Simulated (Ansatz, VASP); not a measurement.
# AlNi3: VASP beside Ansatz

INCAR

```
  PREC = Accurate
  ENCUT = 520
  EDIFF = 1E-7
  ISMEAR = 0
  SIGMA = 0.15
  LREAL = False
  LASPH = True
  NELM = 60
  ALGO = Fast
  ISIF = 2
  LWAVE = False
  LCHARG = False
  GGA = PS
  NBANDS = 24
```

File KPOINTS:

```
regular mesh
0
Gamma
  16 16 16
```

POSCAR

```
AlNi3
1.0
    0.0000000000      3.1412647448      2.2208741746
    3.1412647448      0.0000000000      2.2208741746
    3.1412647448      3.1412647448      0.0000000000
Al Ni
1 3
Direct
    0.5000000000      0.5000000000      0.5000000000
    0.2500000000      0.2500000000      0.2500000000
    0.0000000000      0.0000000000      0.0000000000
    0.7500000000      0.7500000000      0.7500000000
```

Input for Ansatz:

```yaml
crystal:
  lattice:
    - [0.0, 3.1412647448, 2.2208741746]
    - [3.1412647448, 0.0, 2.2208741746]
    - [3.1412647448, 3.1412647448, 0.0]
  atoms:
    - { symbol: Al, position: [0.5, 0.5, 0.5] }
    - { symbol: Ni, position: [0.25, 0.25, 0.25] }
    - { symbol: Ni, position: [0.0, 0.0, 0.0] }
    - { symbol: Ni, position: [0.75, 0.75, 0.75] }
basis:
  ecutwfc: 420
kpoints:
  mp_grid: { grid: [16, 16, 16] }
hamiltonian:
  xc: pbesol
scf:
  occupations: { method: gaussian, width: 0.15 }
output:
  forces: true
  stress: true
  eigenvalues: true
  write_density: true
  write_potential: true
  elf: true
  volumetric_format: npy
```

Alike in both runs: task single point; functional PBEsol; k mesh 16 × 16 × 16; occupations gaussian, width 0.15 eV; no spin polarisation.

|  | VASP | Ansatz |
| --- | --- | --- |
| version | VASP 6.6.1 | Ansatz 0.2.0 |
| potentials or method | VASP PAW PBE potentials, release 64 (Al, Ni), cutoff 520 eV | scalar-relativistic, plane waves, PAW |
| valence electrons in the cell | 33 | 57 |

VASP gave:

- gap on the k mesh at the Fermi level (eV): none
- pressure (GPa): 11.8
- traceless stress, the component that is largest in VASP (GPa): 39.46

Q: Which values does Ansatz return?

A: gap on the k mesh at the Fermi level (eV): none; pressure (GPa): 11.8; traceless stress, the component that is largest in VASP (GPa): 39.74.

VASP's potentials were made for PBE, not for PBEsol. A gap of «none» marks a metal or a gap that the smearing closes. The functional is the same, so the differences come from potentials, cutoffs and numerics. VASP's potentials hold 33 valence electrons a cell and Ansatz's 57, so a difference there can come from the potentials and not from the codes.
